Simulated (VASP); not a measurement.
# HfZr2Se6 (P-3m1) in VASP: a series of runs

The runs below take HfZr2Se6 through single point, with PBE.

Program: VASP 6.6.1. These are calculated values, not measurements. Logs are shortened: lines on timing, memory, paths and dates and some standing lists are left out, and cuts for length are marked.

## 1. The cell of the first run

Symmetry: P-3m1, No. 164, trigonal system. Conventional cell: a = 3.790 Å, b = 3.790 Å, c = 20.816 Å, α = 90.00°, β = 90.00°, γ = 120.00°. Zr (site symmetry 3m) has 6 Se at 2.70 Å within 3.6 Å. Hf (site symmetry -3m) has 6 Se at 2.69 Å within 3.5 Å. Within 3.6 Å of Se (site symmetry 3m) lie 3 Zr at 2.70 Å. Within 3.6 Å of Se (site symmetry 3m) lie 3 Zr at 2.70 Å. Se (site symmetry 3m) has 3 Hf at 2.69 Å within 3.5 Å.

## 2. Single point, PBE

Contents of INCAR:

```
SYSTEM = HfZr2Se6
ALGO     = Normal         ! electronic algorithm
EDIFF    = 1E-6           ! SCF threshold, eV
ENCUT    = 520            ! plane-wave cutoff, eV
GGA      = PE             ! functional
ISIF     = 2              ! what is computed and relaxed
ISMEAR   = 0              ! smearing method
LASPH    = .TRUE.         ! aspherical terms in the spheres
LCHARG   = .FALSE.        ! write CHGCAR
LREAL    = .FALSE.        ! projectors in reciprocal space
LWAVE    = .FALSE.        ! write WAVECAR
NBANDS   = 45             ! bands
NELM     = 80             ! most SCF steps
PREC     = Accurate       ! precision mode
SIGMA    = 0.1            ! smearing width, eV
```

Contents of KPOINTS:

```
k-points
0
G
  6 6 1
  0 0 0
```

Contents of POSCAR:

```
HfZr2Se6
1.0
    3.7897183000      0.0000000000      0.0000000000
   -1.8948591000      3.2819923000      0.0000000000
    0.0000000000      0.0000000000     20.8159916000
Zr Hf Se
2 1 6
Direct
    0.0000000000      0.0000000000      0.8344340000
    0.0000000000      0.0000000000      0.1655660000
    0.0000000000      0.0000000000      0.5000000000
    0.3333333000      0.6666667000      0.9106720000
    0.3333333000      0.6666667000      0.2418020000
    0.3333333000      0.6666667000      0.5753470000
    0.6666667000      0.3333333000      0.0893280000
    0.6666667000      0.3333333000      0.4246530000
    0.6666667000      0.3333333000      0.7581980000
```

Potentials or basis: VASP PAW PBE potentials, release 64 (Zr_sv, Hf_pv, Se).

Launch:

```bash
> cat potpaw_PBE.64/Zr_sv/POTCAR potpaw_PBE.64/Hf_pv/POTCAR potpaw_PBE.64/Se/POTCAR > POTCAR
> mpirun -np 1 vasp_std > vasp.out
```

OUTCAR:

```text
SYSTEM = HfZr2Se6
   EDIFF = 1E-6
   ENCUT = 520
   GGA = PE
   ISIF = 2
   ISMEAR = 0
   LASPH = .TRUE.
   LREAL = .FALSE.
   NELM = 80
   PREC = Accurate

 ion  position               nearest neighbor table
   1  0.000  0.000  0.834-   9 2.70   9 2.70   9 2.70   4 2.70   4 2.70   4 2.70
   2  0.000  0.000  0.166-   5 2.70   5 2.70   5 2.70   7 2.70   7 2.70   7 2.70
   3  0.000  0.000  0.500-   6 2.69   8 2.69   6 2.69   8 2.69   8 2.69   6 2.69
   4  0.333  0.667  0.911-   1 2.70   1 2.70   1 2.70
   5  0.333  0.667  0.242-   2 2.70   2 2.70   2 2.70
   6  0.333  0.667  0.575-   3 2.69   3 2.69   3 2.69
   7  0.667  0.333  0.089-   2 2.70   2 2.70   2 2.70
   8  0.667  0.333  0.425-   3 2.69   3 2.69   3 2.69
   9  0.667  0.333  0.758-   1 2.70   1 2.70   1 2.70

  LATTYP: Found a hexagonal cell.
 ALAT       =     3.7897183000
 C/A-ratio  =     5.4927543295

  Lattice vectors:

 A1 = (   3.7897183000,   0.0000000000,   0.0000000000)
 A2 = (  -1.8948591000,   3.2819923000,   0.0000000000)
 A3 = (   0.0000000000,   0.0000000000,  20.8159916000)

Analysis of symmetry for initial positions (statically):
=====================================================================
 Subroutine PRICEL returns:
 Original cell was already a primitive cell.

 Routine SETGRP: Setting up the symmetry group for a
 hexagonal supercell.

 Subroutine GETGRP returns: Found 12 space group operations
 (whereof 12 operations were pure point group operations)
 out of a pool of 24 trial point group operations.

The static configuration has the point symmetry D_3d.

Analysis of symmetry for dynamics (positions and initial velocities):
=====================================================================
 Subroutine PRICEL returns:
 Original cell was already a primitive cell.

 Routine SETGRP: Setting up the symmetry group for a
 hexagonal supercell.

 Subroutine GETGRP returns: Found 12 space group operations
 (whereof 12 operations were pure point group operations)
 out of a pool of 24 trial point group operations.

The dynamic configuration has the point symmetry D_3d.

 Subroutine INISYM returns: Found 12 space group operations
 (whereof 12 operations are pure point group operations),
 and found     1 'primitive' translations

----------------------------------------------------------------------------------------
[... 87 lines left out ...]
   ENCUT  =  520.0 eV  38.22 Ry    6.18 a.u.   7.05  7.05 38.70*2*pi/ulx,y,z
   NELM   =     80;   NELMIN=  2; NELMDL= -5     # of ELM steps
   EDIFF  = 0.1E-05   stopping-criterion for ELM
   LREAL  =      F    real-space projection
[... 7 lines left out ...]
   TEBEG  =    0.0;   TEEND  =   0.0 temperature during run
   PSTRESS=    0.0 pullay stress
   NELECT =      70.0000    total number of electrons
   NUPDOWN=      -1.0000    fix difference up-down
   EMIN   =  10.00;   EMAX   =-10.00  energy-range for DOS
   EFERMI =   0.00;   METHOD = LEGACY
   ISMEAR =     0;   SIGMA  =   0.10  broadening in eV -4-tet -1-fermi 0-gaus
   EFERMI_NEDOS =   21; number of points for ismear=-14 and -15
   IALGO  =     38    algorithm
   IMIX   =      4    mixing-type and parameters
     AMIX     =   0.40;   BMIX     =  1.00
     AMIX_MAG =   1.60;   BMIX_MAG =  1.00
  volume/ion in A,a.u.               =      28.77       194.13
  Fermi-wavevector in a.u.,A,eV,Ry     =   1.058588  2.000441 15.246806  1.120609
  Thomas-Fermi vector in A             =   2.193903
   LORBIT       =      0    0 simple, 1 ext, 2 COOP (PROOUT), +10 PAW based schemes
   GGA     = PE    functional components
   LHFCALC =     F    Hartree Fock is set to
   AEXX    =    0.0000 exact exchange contribution
   IVDW    =     0    specifies the selected vdW correction
   LEPSILON=     F    determine dielectric tensor
   LRPA    =     F    only Hartree local field effects (RPA)
 non-spin polarized calculation
 Gauss-broadening in eV      SIGMA  =   0.10
  energy-cutoff  :      520.00
  volume of cell :      258.91
 maximum number of plane-waves:      6993
   NGX = 15   NGY = 15   NGZ = 77

 number of electron      70.0000000 magnetization

 Free energy of the ion-electron system (eV)
  ---------------------------------------------------
  ext. energy  EPLUGINS =         0.00000000
  ---------------------------------------------------
  free energy    TOTEN  =       -60.12974204 eV

  energy without entropy =      -60.12962212  energy(sigma->0) =      -60.12968208

 E-fermi :   3.0029     XC(G=0):  -8.7885

 val. band max:        2.7960811481   @ k =   0.0000   0.0000   0.0000
 cond. band min:       3.2132971907   @ k =   0.5000   0.0000   0.0000
 fundamental gap:      0.4172160425
 Fermi energy:         3.0028698848

 k-point     1 :       0.0000    0.0000    0.0000
  band No.  band energies     occupation
      1     -46.6983      2.00000
      2     -46.6983      2.00000
      3     -28.5597      2.00000
      4     -28.4916      2.00000
      5     -28.4916      2.00000
      6     -24.7350      2.00000
[... 325 lines left out ...]
     44       5.6224      0.00000
     45       7.0182      0.00000

------------------------ aborting loop because EDIFF is reached ----------------------------------------

  FORCE on cell =-STRESS in cart. coord.  units (eV):
  Direction    XX          YY          ZZ          XY          YZ          ZX
  --------------------------------------------------------------------------------------
  -------------------------------------------------------------------------------------
  Total        0.2612740      0.2612740     -0.1615575      0.0000000      0.0000000      0.0000000
  in kB        1.6168333      1.6168333     -0.9997609      0.0000000      0.0000000      0.0000000
  external PRESSURE =       0.7446352 kB  Pullay stress =       0.0000000 kB

 VOLUME and BASIS-vectors are now :
 -----------------------------------------------------------------------------
  energy-cutoff  :      520.00
  volume of cell :      258.91
      direct lattice vectors                 reciprocal lattice vectors
     3.789718300  0.000000000  0.000000000     0.263871856  0.152346484  0.000000000
    -1.894859100  3.281992300  0.000000000     0.000000000  0.304692976  0.000000000
     0.000000000  0.000000000 20.815991600     0.000000000  0.000000000  0.048039989

 POSITION                                       TOTAL-FORCE (eV/Angst)
 -----------------------------------------------------------------------------------
      0.00000      0.00000     17.36957        -0.000000     -0.000000      0.000093
      0.00000      0.00000      3.44642        -0.000000      0.000000     -0.000093
      0.00000      0.00000     10.40800        -0.000000      0.000000      0.000000
     -0.00000      2.18799     18.95654         0.000000      0.000000      0.001746
     -0.00000      2.18799      5.03335         0.000000      0.000000      0.001417
     -0.00000      2.18799     11.97642        -0.000000     -0.000000     -0.056461
      1.89486      1.09400      1.85945         0.000000     -0.000000     -0.001746
      1.89486      1.09400      8.83957         0.000000      0.000000      0.056461
      1.89486      1.09400     15.78264        -0.000000     -0.000000     -0.001417
 -----------------------------------------------------------------------------------
    total drift:                                0.000000      0.000000      0.000000

  FREE ENERGIE OF THE ION-ELECTRON SYSTEM (eV)
  ---------------------------------------------------
  free  energy   TOTEN  =       -60.1297420442 eV

  energy  without entropy=      -60.1296221212  energy(sigma->0) =      -60.12968208
```

stdout:

```text
POSCAR found type information on POSCAR ZrHfSe
 POSCAR found :  3 types and       9 ions
 scaLAPACK will be used
 LDA part: xc-table for (Slater+PW92), standard interpolation
 POSCAR, INCAR and KPOINTS ok, starting setup
 FFT: planning ... GRIDC
 FFT: planning ... GRID_SOFT
 FFT: planning ... GRID
 WAVECAR not read
 entering main loop
```

It took 57 s on 1 thread of AMD EPYC 9R45 (Zen 5), shared host; peak memory 0.35 GiB.

Results:

```
Free energy            : -60.1297 eV
Pressure               : 0.1 GPa
Largest force          : 0.056 eV/Å
Band gap on the k mesh : 0.42 eV, indirect (least direct gap 1.09 eV)
```

Forces on the atoms (eV/Å):
```
Zr   0.000  0.000  0.000
Zr   0.000  0.000  0.000
Hf   0.000  0.000  0.000
Se   0.000  0.000  0.002
Se   0.000  0.000  0.001
Se   0.000  0.000 -0.056
Se   0.000  0.000 -0.002
Se   0.000  0.000  0.056
Se   0.000  0.000 -0.001
```

Caveat: spin-orbit coupling is left out, which moves the levels of the heavy elements; this functional lacks dispersion, which binds the layers, so the pressure and a relaxed spacing across them are unreliable. A k mesh can miss the band edges.

(Part 1 of 3 ends here.)
